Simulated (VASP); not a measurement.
# YPt3F2 (P6/mmm) in VASP: further runs, part 2 of 2

VASP 6.6.1.

### Step 3. Single point, PBE

This run uses another cell than the first one, of 19.08 Å³/atom, 1.246 times its volume.

File INCAR:

```
PREC = Accurate
ENCUT = 520
EDIFF = 1E-6
ISMEAR = 0
SIGMA = 0.1
LREAL = False
LASPH = True
NELM = 100
ALGO = Normal
ISIF = 2
LWAVE = False
LCHARG = True
GGA = PE
LELF = True
LVHAR = True
NBANDS = 36
```

File KPOINTS:

```
Automatic mesh
0
Gamma
  3 3 6
```

File POSCAR:

```
YPt3F2
1.0
    4.9027122349     -0.0000000024      0.0000000000
   -2.4513561153      4.2458733441      0.0000000000
    0.0000000000      0.0000000000      5.4988184563
Y Pt F
1 3 2
Direct
    0.0000000000      0.0000000000      0.0000000000
    0.5000000000      0.0000000000      0.5000000000
    0.5000000000      0.5000000000      0.5000000000
    0.0000000000      0.5000000000      0.5000000000
    0.3333333333      0.6666666667      0.0000000000
    0.6666666667      0.3333333333      0.0000000000
```

Potentials or basis: VASP PAW PBE potentials, release 64 (Y_sv, Pt, F).

The run is started by

```
> cat potpaw_PBE.64/Y_sv/POTCAR potpaw_PBE.64/Pt/POTCAR potpaw_PBE.64/F/POTCAR > POTCAR
> mpirun -np 1 vasp_std > vasp.out
```

OUTCAR:

```text
PREC = Accurate
   ENCUT = 520
   EDIFF = 1E-6
   ISMEAR = 0
   LREAL = False
   LASPH = True
   NELM = 100
   ISIF = 2
   GGA = PE

 ion  position               nearest neighbor table
   1  0.000  0.000  0.000-   5 2.83   6 2.83   5 2.83   6 2.83   6 2.83   5 2.83   4 3.68   4 3.68
                             4 3.68   4 3.68   2 3.68   2 3.68   2 3.68   2 3.68   3 3.68   3 3.68
   2  0.500  0.000  0.500-   3 2.45   3 2.45   4 2.45   4 2.45   1 3.68   1 3.68   1 3.68   1 3.68

   3  0.500  0.500  0.500-   2 2.45   2 2.45   4 2.45   4 2.45   1 3.68   1 3.68   1 3.68   1 3.68

   4  0.000  0.500  0.500-   3 2.45   3 2.45   2 2.45   2 2.45   1 3.68   1 3.68   1 3.68   1 3.68

   5  0.333  0.667  0.000-   1 2.83   1 2.83   1 2.83
   6  0.667  0.333  0.000-   1 2.83   1 2.83   1 2.83

  LATTYP: Found a hexagonal cell.
 ALAT       =     4.9027122349
 C/A-ratio  =     1.1215870304

  Lattice vectors:

 A1 = (   4.9027122349,  -0.0000000024,   0.0000000000)
 A2 = (  -2.4513561153,   4.2458733441,   0.0000000000)
 A3 = (   0.0000000000,   0.0000000000,   5.4988184563)

Analysis of symmetry for initial positions (statically):
=====================================================================
 Subroutine PRICEL returns:
 Original cell was already a primitive cell.

 Routine SETGRP: Setting up the symmetry group for a
 hexagonal supercell.

 Subroutine GETGRP returns: Found 24 space group operations
 (whereof 24 operations were pure point group operations)
 out of a pool of 24 trial point group operations.

The static configuration has the point symmetry D_6h.

Analysis of symmetry for dynamics (positions and initial velocities):
=====================================================================
 Subroutine PRICEL returns:
 Original cell was already a primitive cell.

 Routine SETGRP: Setting up the symmetry group for a
 hexagonal supercell.

 Subroutine GETGRP returns: Found 24 space group operations
 (whereof 24 operations were pure point group operations)
 out of a pool of 24 trial point group operations.

The dynamic configuration has the point symmetry D_6h.

 Subroutine INISYM returns: Found 24 space group operations
 (whereof 24 operations are pure point group operations),
 and found     1 'primitive' translations

----------------------------------------------------------------------------------------

                                     Primitive cell

  volume of cell :     114.4650

  direct lattice vectors                    reciprocal lattice vectors
     4.902712235 -0.000000002  0.000000000     0.203968732  0.117761402  0.000000000
    -2.451356115  4.245873344  0.000000000     0.000000000  0.235522805  0.000000000
     0.000000000  0.000000000  5.498818456     0.000000000  0.000000000  0.181857250

  length of vectors
     4.902712235  4.902712235  5.498818456     0.235522805  0.235522805  0.181857250

  position of ions in fractional coordinates (direct lattice)
     0.000000000  0.000000000  0.000000000
     0.500000000  0.000000000  0.500000000
     0.500000000  0.500000000  0.500000000
     0.000000000  0.500000000  0.500000000
     0.333333333  0.666666667  0.000000000
[... 41 lines left out ...]
  0.333333  0.333333  0.000000      2.000000
  0.000000  0.000000  0.166667      2.000000
  0.333333  0.000000  0.166667     12.000000
  0.333333  0.333333  0.166667      4.000000
  0.000000  0.000000  0.333333      2.000000
  0.333333  0.000000  0.333333     12.000000
  0.333333  0.333333  0.333333      4.000000
  0.000000  0.000000  0.500000      1.000000
  0.333333  0.000000  0.500000      6.000000
  0.333333  0.333333  0.500000      2.000000
   k-points           NKPTS =     12   k-points in BZ     NKDIM =     12   number of bands    NBANDS=     36
   number of dos      NEDOS =    301   number of ions     NIONS =      6
   total plane-waves  NPLWV =  54432
   dimension x,y,z NGX =    36 NGY =   36 NGZ =   42
   dimension x,y,z NGXF=    72 NGYF=   72 NGZF=   84
   ions per type =               1   3   2
   NGX,Y,Z   is equivalent  to a cutoff of  12.21, 12.21, 12.70 a.u.
   NGXF,Y,Z  is equivalent  to a cutoff of  24.41, 24.41, 25.40 a.u.
 SYSTEM =  unknown system
   PREC   = accura    normal or accurate (medium, high low for compatibility)
   ISTART =      0    job   : 0-new  1-cont  2-samecut
   ICHARG =      2    charge: 1-file 2-atom 10-const
   ISPIN  =      1    spin polarized calculation?
   LNONCOLLINEAR =      F non collinear calculations
   LSORBIT =      F    spin-orbit coupling
   LASPH  =      T    aspherical Exc in radial PAW
   ENCUT  =  520.0 eV  38.22 Ry    6.18 a.u.   9.12  9.12 10.22*2*pi/ulx,y,z
   NELM   =    100;   NELMIN=  2; NELMDL= -5     # of ELM steps
   EDIFF  = 0.1E-05   stopping-criterion for ELM
   LREAL  =      F    real-space projection
   EDIFFG = 0.1E-04   stopping-criterion for IOM
   NSW    =      0    number of steps for IOM
   IBRION =     -1    ionic relax: 0-MD 1-quasi-New 2-CG
   NFREE  =      0    steps in history (QN), initial steepest desc. (CG)
   ISIF   =      2    stress and relaxation
   ISYM   =      2    0-nonsym 1-usesym 2-fastsym
   POTIM  = 0.5000    time-step for ionic-motion
   TEBEG  =    0.0;   TEEND  =   0.0 temperature during run
   PSTRESS=    0.0 pullay stress
   NELECT =      55.0000    total number of electrons
   NUPDOWN=      -1.0000    fix difference up-down
   EMIN   =  10.00;   EMAX   =-10.00  energy-range for DOS
   EFERMI =   0.00;   METHOD = LEGACY
   ISMEAR =     0;   SIGMA  =   0.10  broadening in eV -4-tet -1-fermi 0-gaus
   EFERMI_NEDOS =   21; number of points for ismear=-14 and -15
   IALGO  =     38    algorithm
   IMIX   =      4    mixing-type and parameters
     AMIX     =   0.40;   BMIX     =  1.00
     AMIX_MAG =   1.60;   BMIX_MAG =  1.00
  volume/ion in A,a.u.               =      19.08       128.74
  Fermi-wavevector in a.u.,A,eV,Ry     =   1.282246  2.423094 22.370095  1.644156
  Thomas-Fermi vector in A             =   2.414569
   LORBIT       =      0    0 simple, 1 ext, 2 COOP (PROOUT), +10 PAW based schemes
   GGA     = PE    functional components
   LHFCALC =     F    Hartree Fock is set to
   AEXX    =    0.0000 exact exchange contribution
   IVDW    =     0    specifies the selected vdW correction
   LEPSILON=     F    determine dielectric tensor
   LRPA    =     F    only Hartree local field effects (RPA)
 non-spin polarized calculation
 Gauss-broadening in eV      SIGMA  =   0.10
  energy-cutoff  :      520.00
  volume of cell :      114.47
 maximum number of plane-waves:      3099
   NGX = 19   NGY = 19   NGZ = 21

 number of electron      55.0000025 magnetization

 Free energy of the ion-electron system (eV)
  ---------------------------------------------------
  ext. energy  EPLUGINS =         0.00000000
  ---------------------------------------------------
  free energy    TOTEN  =       -32.78598966 eV

  energy without entropy =      -32.73364627  energy(sigma->0) =      -32.75981797

 E-fermi :   4.0641     XC(G=0): -10.5012

 val. band max:        4.0577870633   @ k =   0.3333   0.0000   0.3333
 cond. band min:       4.0866246535   @ k =   0.3333   0.0000   0.1667
 fundamental gap:      0.0288375902
 Fermi energy:         4.0641013171

 k-point     1 :       0.0000    0.0000    0.0000
  band No.  band energies     occupation
      1     -40.0768      2.00000
      2     -19.9100      2.00000
      3     -19.7973      2.00000
      4     -19.7973      2.00000
      5     -17.2960      2.00000
      6     -16.9377      2.00000
[... 457 lines left out ...]
     35       7.3813      0.00000
     36       9.5219      0.00000

------------------------ aborting loop because EDIFF is reached ----------------------------------------

  FORCE on cell =-STRESS in cart. coord.  units (eV):
  Direction    XX          YY          ZZ          XY          YZ          ZX
  --------------------------------------------------------------------------------------
  -------------------------------------------------------------------------------------
  Total       -0.4568010     -0.4568010     -0.0278687     -0.0000000      0.0000000      0.0000000
  in kB       -6.3938849     -6.3938849     -0.3900801     -0.0000000      0.0000000      0.0000000
  external PRESSURE =      -4.3926166 kB  Pullay stress =       0.0000000 kB

 VOLUME and BASIS-vectors are now :
 -----------------------------------------------------------------------------
  energy-cutoff  :      520.00
  volume of cell :      114.47
      direct lattice vectors                 reciprocal lattice vectors
     4.902712235 -0.000000002  0.000000000     0.203968732  0.117761402  0.000000000
    -2.451356115  4.245873344  0.000000000     0.000000000  0.235522805  0.000000000
     0.000000000  0.000000000  5.498818456     0.000000000  0.000000000  0.181857250

 POSITION                                       TOTAL-FORCE (eV/Angst)
 -----------------------------------------------------------------------------------
      0.00000      0.00000      0.00000        -0.000000      0.000000     -0.000000
      2.45136     -0.00000      2.74941        -0.000000      0.000000     -0.000000
      1.22568      2.12294      2.74941        -0.000000      0.000000     -0.000000
     -1.22568      2.12294      2.74941        -0.000000      0.000000     -0.000000
      0.00000      2.83058      0.00000        -0.000000      0.000000     -0.000000
      2.45136      1.41529      0.00000         0.000000     -0.000000      0.000000
 -----------------------------------------------------------------------------------
    total drift:                               -0.000000      0.000000      0.000000

  FREE ENERGIE OF THE ION-ELECTRON SYSTEM (eV)
  ---------------------------------------------------
  free  energy   TOTEN  =       -32.7859896620 eV

  energy  without entropy=      -32.7336462715  energy(sigma->0) =      -32.75981797
```

OSZICAR:

```text
N       E                     dE             d eps       ncg     rms          rms(c)
DAV:   1     0.341354336828E+03    0.34135E+03   -0.28130E+04   864   0.145E+03
DAV:   2    -0.178662875594E+02   -0.35922E+03   -0.34403E+03  1000   0.323E+02
DAV:   3    -0.381255145775E+02   -0.20259E+02   -0.19954E+02  1032   0.711E+01
DAV:   4    -0.388354899586E+02   -0.70998E+00   -0.70775E+00  1292   0.103E+01
DAV:   5    -0.388436642012E+02   -0.81742E-02   -0.81710E-02  1008   0.116E+00    0.219E+01
DAV:   6    -0.335354251766E+02    0.53082E+01   -0.17922E+01   992   0.257E+01    0.144E+01
DAV:   7    -0.330279552014E+02    0.50747E+00   -0.19876E+00  1080   0.768E+00    0.979E+00
DAV:   8    -0.327901159387E+02    0.23784E+00   -0.91632E-01  1108   0.550E+00    0.340E+00
DAV:   9    -0.327909922027E+02   -0.87626E-03   -0.92247E-02  1180   0.148E+00    0.138E+00
DAV:  10    -0.327867824985E+02    0.42097E-02   -0.28569E-02   976   0.972E-01    0.338E-01
DAV:  11    -0.327860258629E+02    0.75664E-03   -0.35349E-03  1072   0.421E-01    0.115E-01
DAV:  12    -0.327860094661E+02    0.16397E-04   -0.50101E-04  1076   0.159E-01    0.979E-02
DAV:  13    -0.327859889309E+02    0.20535E-04   -0.80960E-05  1052   0.755E-02    0.188E-02
DAV:  14    -0.327859899110E+02   -0.98012E-06   -0.15946E-05  1148   0.205E-02    0.867E-03
DAV:  15    -0.327859896620E+02    0.24898E-06   -0.19331E-06   784   0.920E-03
   1 F= -.32785990E+02 E0= -.32759818E+02  d E =-.523434E-01
```

Wall time 31 s (1 thread of Intel Xeon 6975P-C (Granite Rapids), shared host); peak memory 0.25 GiB.

What came out:

* Free energy: -32.7860 eV
* Pressure: -0.4 GPa

Levels at points of the mesh, in eV from the Fermi level:
```tsv
k point	band 23	band 24	band 25	band 26	band 27	band 28	band 29	band 30	band 31	band 32
(0.00, 0.00, 0.00)	-0.24	-0.24	-0.14	0.19	0.19	2.81	2.92	2.92	2.98	3.11
(0.00, 0.00, 0.50)	-0.26	-0.26	-0.14	0.21	0.21	0.24	1.62	1.62	2.75	2.98
```

Caveat: the k points lie up to 0.49 Å⁻¹ apart; spin-orbit coupling is left out, which moves the levels of the heavy elements; an odd number of electrons without spin polarisation forces a metal; a magnetic or distorted state may lie lower.

### Step 4. Single point, PBE

This run uses another cell than the first one, of 19.09 Å³/atom, 1.247 times its volume.

File INCAR:

```
SYSTEM = YPt3F2
PREC     = Accurate       ! precision mode
ENCUT    = 520            ! plane-wave cutoff, eV
EDIFF    = 1E-7           ! SCF threshold, eV
ISMEAR   = 0              ! smearing method
SIGMA    = 0.1            ! smearing width, eV
LREAL    = .FALSE.        ! projectors in reciprocal space
LASPH    = .TRUE.         ! aspherical terms in the spheres
NELM     = 60             ! most SCF steps
ALGO     = Normal         ! electronic algorithm
ISIF     = 2              ! what is computed and relaxed
LWAVE    = .FALSE.        ! write WAVECAR
LCHARG   = .FALSE.        ! write CHGCAR
GGA      = PE             ! functional
NBANDS   = 36             ! bands
```

File KPOINTS:

```
Automatic mesh
0
G
  6 6 4
  0 0 0
```

Changes to POSCAR since step 3:

```diff
@@ -2,5 +2,5 @@
 1.0
-    4.9027122349     -0.0000000024      0.0000000000
-   -2.4513561153      4.2458733441      0.0000000000
-    0.0000000000      0.0000000000      5.4988184563
+    4.8901678247      0.0000000000      0.0000000000
+   -2.4450839123      4.2350095650      0.0000000000
+    0.0000000000      0.0000000000      5.5315673415
 Y Pt F
```

Potentials or basis: VASP PAW PBE potentials, release 64 (Y_sv, Pt, F).

The run is started by

```
> cat potpaw_PBE.64/Y_sv/POTCAR potpaw_PBE.64/Pt/POTCAR potpaw_PBE.64/F/POTCAR > POTCAR
> mpirun -np 1 vasp_std > vasp.out
```

OUTCAR:

```text
SYSTEM = YPt3F2
   PREC = Accurate
   ENCUT = 520
   EDIFF = 1E-7
   ISMEAR = 0
   LREAL = .FALSE.
   LASPH = .TRUE.
   NELM = 60
   ISIF = 2
   GGA = PE

 ion  position               nearest neighbor table
   1  0.000  0.000  0.000-   5 2.82   6 2.82   6 2.82   5 2.82   6 2.82   5 2.82   2 3.69   2 3.69
                             2 3.69   2 3.69   4 3.69   4 3.69   4 3.69   4 3.69   3 3.69   3 3.69
   2  0.500  0.000  0.500-   3 2.45   3 2.45   4 2.45   4 2.45   1 3.69   1 3.69   1 3.69   1 3.69

[... 1026 lines left out ...]
  -------------------------------------------------------------------------------------
  Total       -0.4095384     -0.4095384     -0.1492991     -0.0000000     -0.0000000      0.0000000
  in kB       -5.7276808     -5.7276808     -2.0880528     -0.0000000     -0.0000000      0.0000000
  external PRESSURE =      -4.5144715 kB  Pullay stress =       0.0000000 kB

 VOLUME and BASIS-vectors are now :
 -----------------------------------------------------------------------------
  energy-cutoff  :      520.00
  volume of cell :      114.56
      direct lattice vectors                 reciprocal lattice vectors
     4.890167825  0.000000000  0.000000000     0.204491959  0.118063488  0.000000000
    -2.445083912  4.235009565  0.000000000     0.000000000  0.236126976  0.000000000
     0.000000000  0.000000000  5.531567341     0.000000000  0.000000000  0.180780589

 POSITION                                       TOTAL-FORCE (eV/Angst)
 -----------------------------------------------------------------------------------
      0.00000      0.00000      0.00000        -0.000000      0.000000      0.000000
      2.44508      0.00000      2.76578        -0.000000      0.000000      0.000000
      1.22254      2.11750      2.76578        -0.000000      0.000000      0.000000
     -1.22254      2.11750      2.76578        -0.000000      0.000000      0.000000
     -0.00000      2.82334      0.00000         0.000000      0.000000     -0.000000
      2.44508      1.41167      0.00000        -0.000000     -0.000000      0.000000
 -----------------------------------------------------------------------------------
    total drift:                               -0.000000      0.000000      0.000000

  FREE ENERGIE OF THE ION-ELECTRON SYSTEM (eV)
  ---------------------------------------------------
  free  energy   TOTEN  =       -33.2236081482 eV

  energy  without entropy=      -33.1851619055  energy(sigma->0) =      -33.20438503
```

stdout:

```text
POSCAR found type information on POSCAR Y PtF
 POSCAR found :  3 types and       6 ions
 scaLAPACK will be used
 LDA part: xc-table for (Slater+PW92), standard interpolation
 POSCAR, INCAR and KPOINTS ok, starting setup
 FFT: planning ... GRIDC
 FFT: planning ... GRID_SOFT
 FFT: planning ... GRID
 WAVECAR not read
 entering main loop
```

It took 53 s on 1 thread of Intel Xeon 6975P-C (Granite Rapids), shared host; peak memory 0.28 GiB.

What came out:

- Free energy: -33.2236 eV
- Pressure: -0.5 GPa

Levels at points of the mesh, in eV from the Fermi level:
```tsv
k point	band 24	band 25	band 26	band 27	band 28	band 29	band 30	band 31	band 32	band 33
(0.00, 0.00, 0.00)	-0.27	-0.06	0.28	0.28	2.63	2.76	2.76	2.92	2.99	3.58
(0.50, 0.00, 0.00)	-1.71	-1.60	-1.26	-0.52	-0.29	0.22	1.95	1.97	2.51	3.22
(0.00, 0.00, 0.50)	-0.30	-0.06	0.08	0.31	0.31	1.48	1.48	2.59	2.99	3.68
(0.50, 0.00, 0.50)	-1.49	-1.01	-0.65	-0.64	-0.34	0.22	2.36	2.54	2.79	3.35
```

Caveat: spin-orbit coupling is left out, which moves the levels of the heavy elements; an odd number of electrons without spin polarisation forces a metal; a magnetic or distorted state may lie lower.

### Step 5. Overview

| cell | k mesh | gap on the mesh (eV) | pressure (GPa) |
| --- | --- | --- | --- |
| a = 5.782, b = 5.782, c = 3.174 Å, angles 90.0, 90.0, 120.0°, 6 atoms | 3 × 3 × 6 | none | 14.5 |
| a = 4.903, b = 4.903, c = 5.499 Å, angles 90.0, 90.0, 120.0°, 6 atoms | 3 × 3 × 6 | none | -0.4 |
| a = 4.890, b = 4.890, c = 5.532 Å, angles 90.0, 90.0, 120.0°, 6 atoms | 6 × 6 × 4 | none | -0.5 |

Alike in all rows: task single point; level PBE; potentials or basis VASP PAW PBE potentials, release 64 (Y_sv, Pt, F); no spin polarisation; cutoff (eV) 520; smearing gaussian 0.1 eV.

Caveats: some runs use coarse meshes; spin-orbit coupling is left out, which moves the levels of the heavy elements; an odd number of electrons without spin polarisation forces a metal; a magnetic or distorted state may lie lower.

Total energies depend on the potentials used, so only differences within one code and one set of settings carry meaning.
